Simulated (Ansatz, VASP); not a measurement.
## Two plane-wave programs on LaBe

File INCAR:

```
SYSTEM = LaBe
PREC     = Accurate       ! precision mode
ENCUT    = 600            ! plane-wave cutoff, eV
EDIFF    = 1E-6           ! SCF threshold, eV
ISMEAR   = 0              ! smearing method
SIGMA    = 0.1            ! smearing width, eV
LREAL    = .False.        ! projectors in reciprocal space
LASPH    = .True.         ! aspherical terms in the spheres
NELM     = 100            ! most SCF steps
ALGO     = Normal         ! electronic algorithm
ISIF     = 3              ! what is computed and relaxed
LWAVE    = .False.        ! write WAVECAR
LCHARG   = .False.        ! write CHGCAR
GGA      = PE             ! functional
IBRION   = 2              ! ionic algorithm
NSW      = 90             ! ionic steps
EDIFFG   = -0.04          ! ionic threshold
```

The input KPOINTS:

```
Automatic mesh
0
Gamma
  6 6 6
  0 0 0
```

Contents of POSCAR:

```
LaBe
1.0
    3.3621856700      0.0000000000      0.0000000000
    0.0000000000      3.3621856700      0.0000000000
    0.0000000000      0.0000000000      3.3621856700
La Be
1 1
Direct
    0.0000000000      0.0000000000      0.0000000000
    0.5000000000      0.5000000000      0.5000000000
```

Input for Ansatz:

```yaml
crystal:
  lattice:
    - [3.36218567, 0.0, 0.0]
    - [0.0, 3.36218567, 0.0]
    - [0.0, 0.0, 3.36218567]
  atoms:
    - { symbol: La, position: [0.0, 0.0, 0.0] }
    - { symbol: Be, position: [0.5, 0.5, 0.5] }
basis:
  ecutwfc: 420
kpoints:
  mp_grid: { grid: [6, 6, 6] }
hamiltonian:
  xc: pbe
scf:
  occupations: { method: gaussian, width: 0.1 }
  lower_state_search: "off"
output:
  forces: true
  stress: true
  eigenvalues: true
relax:
  adjacent_minimum: "off"
  f_tol: 0.04
  max_steps: 70
  cell: { stress_tol: 0.4 }
```

Change from the starting cell: species swapped into the DyRh type (Pm-3m, No. 221).

Alike in both runs: task relaxation of cell and atoms; functional PBE; k mesh 6 × 6 × 6; occupations gaussian, width 0.1 eV; no spin polarisation.

|  | VASP | Ansatz |
| --- | --- | --- |
| version | VASP 6.6.1 | Ansatz 0.2.0 |
| potentials or method | VASP PAW PBE potentials, release 64 (La, Be), cutoff 600 eV | scalar-relativistic, plane waves, PAW |
| valence electrons in the cell | 13 | 13 |

```tsv
	VASP	Ansatz	Ansatz less VASP
gap on the k mesh at the Fermi level, each at its own relaxed structure (eV)	none	none	-
relaxed volume (Å³/atom)	23.19	23.17	-0.017
relaxed cell length with the largest relative difference (Å)	3.593	3.592	-0.0009
```

A gap of «none» marks a metal or a gap that the smearing closes.

Neither program's run includes spin-orbit coupling. Noted on VASP's run: the volume moved by over 15 % at a fixed basis, so the end points are rough.
